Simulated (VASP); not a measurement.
Wanted: the native input for a VASP 6.6.1 run.

```
Task                   : electric field gradients
Functional             : PBEsol
Potentials or basis    : VASP PAW PBE potentials, release 64 (Ga_d, N)
Cutoff                 : 520 eV
k mesh                 : 10 × 10 × 10
Occupations            : fermi-dirac, width 0.02 eV
Spin                   : no spin polarisation
Dipole correction      : no
Further INCAR settings : ALGO = Normal; EDIFF = 1e-08; NBANDS = 16
```

The structure of GaN lies in POSCAR:

```
GaN
1.0
    0.0000000000      1.9925000000      1.9925000000
    1.9925000000      0.0000000000      1.9925000000
    1.9925000000      1.9925000000      0.0000000000
Ga N
1 1
Direct
    0.5000000000      0.5000000000      0.5000000000
    0.0000000000      0.0000000000      0.0000000000
```

One way to write it, as run:

INCAR

```
ALGO = Normal ; EDIFF = 1E-8
ENCUT = 520 ; GGA = PS
ISIF = 2 ; ISMEAR = -1
LASPH = T ; LCHARG = F
LEFG = T ; LREAL = F
LWAVE = F ; NBANDS = 16
NELM = 60 ; PREC = Accurate
SIGMA = 0.02
```

KPOINTS

```
k-points
0
Gamma
  10 10 10
```

Potentials or basis: VASP PAW PBE potentials, release 64 (Ga_d, N).

Command:

```bash
$ cat potpaw_PBE.64/Ga_d/POTCAR potpaw_PBE.64/N/POTCAR > POTCAR
$ mpirun -np 1 vasp_std > vasp.out
```

Results of the run:

```yaml
Pressure: 59.5 GPa
Band_gap_on_the_k_mesh: 1.73 eV, indirect (least direct gap 5.22 eV)
```

Caveat: without QUAD_EFG the Cq values of the log hold for a quadrupole moment of 1 mb, not for the nuclei; the PAW data sets were made with another functional, which shifts forces and pressure a little.

Run time: 17 s on 1 thread of Intel Xeon 8259CL, with other jobs on the host, peak memory 0.14 GiB.
